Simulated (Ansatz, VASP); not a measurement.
# TiO2 in VASP and in Ansatz

Contents of INCAR:

```
PREC = Accurate ; ENCUT = 520
EDIFF = 1E-6 ; ISMEAR = -1
SIGMA = 0.05 ; LREAL = False
LASPH = True ; NELM = 100
ALGO = Normal ; ISIF = 2
LWAVE = False ; LCHARG = False
GGA = PE ; NBANDS = 33
```

KPOINTS

```
Automatic mesh
0
Gamma
  8 8 6
```

File POSCAR:

```
TiO2
1.0
    2.7060340000     -2.7066550000      0.0000000000
    2.7060340000      2.7066550000      0.0000000000
   -2.6335310000      0.0000000000      4.7966370000
Ti O
2 4
Direct
    0.8658900000      0.1341100000      0.7500000000
    0.1341100000      0.8658900000      0.2500000000
    0.0887550000      0.3312210000      0.1671490000
    0.9112450000      0.6687790000      0.8328510000
    0.6687790000      0.9112450000      0.3328510000
    0.3312210000      0.0887550000      0.6671490000
```

File input.yaml:

```yaml
crystal:
  lattice:
    - [2.706034, -2.706655, 0.0]
    - [2.706034, 2.706655, 0.0]
    - [-2.633531, 0.0, 4.796637]
  atoms:
    - { symbol: Ti, position: [0.86589, 0.13411, 0.75] }
    - { symbol: Ti, position: [0.13411, 0.86589, 0.25] }
    - { symbol: O, position: [0.088755, 0.331221, 0.167149] }
    - { symbol: O, position: [0.911245, 0.668779, 0.832851] }
    - { symbol: O, position: [0.668779, 0.911245, 0.332851] }
    - { symbol: O, position: [0.331221, 0.088755, 0.667149] }
hamiltonian:
  xc: pbe
  pseudopotentials: { kind: paw }
kpoints:
  mp_grid: { grid: [8, 8, 6] }
scf:
  occupations: { method: fermi_dirac, width: 0.05 }
output:
  forces: true
  stress: true
  eigenvalues: true
  write_density: true
  write_potential: true
  elf: true
  volumetric_format: npy
```

Alike in both runs: task single point; functional PBE; k mesh 8 × 8 × 6; occupations fermi-dirac, width 0.05 eV; no spin polarisation.

|  | VASP | Ansatz |
| --- | --- | --- |
| version | VASP 6.6.1 | Ansatz 0.2.0 |
| potentials or method | VASP PAW PBE potentials, release 64 (Ti_sv, O) | Ansatz PAW |
| plane-wave cutoff (eV) | 520 | 420 |
| valence electrons in the cell | 48 | 48 |

Ansatz gave:

* gap on the k mesh at the Fermi level (eV): 2.07
* least direct gap on the mesh (eV): 2.41
* pressure (GPa): -1.7
* traceless stress, the component that is largest in VASP (GPa): 0.38
* rms of the force components (eV/Å): 0.063

Question: Which values does VASP return?

Answer: gap on the k mesh at the Fermi level (eV): 2.05; least direct gap on the mesh (eV): 2.39; pressure (GPa): -1.0; traceless stress, the component that is largest in VASP (GPa): 0.42; rms of the force components (eV/Å): 0.054.

Atom by atom the forces differ by 0.012 eV/Å (rms over components). With one functional, cell and mesh, what is left measures potentials, basis and numerics.
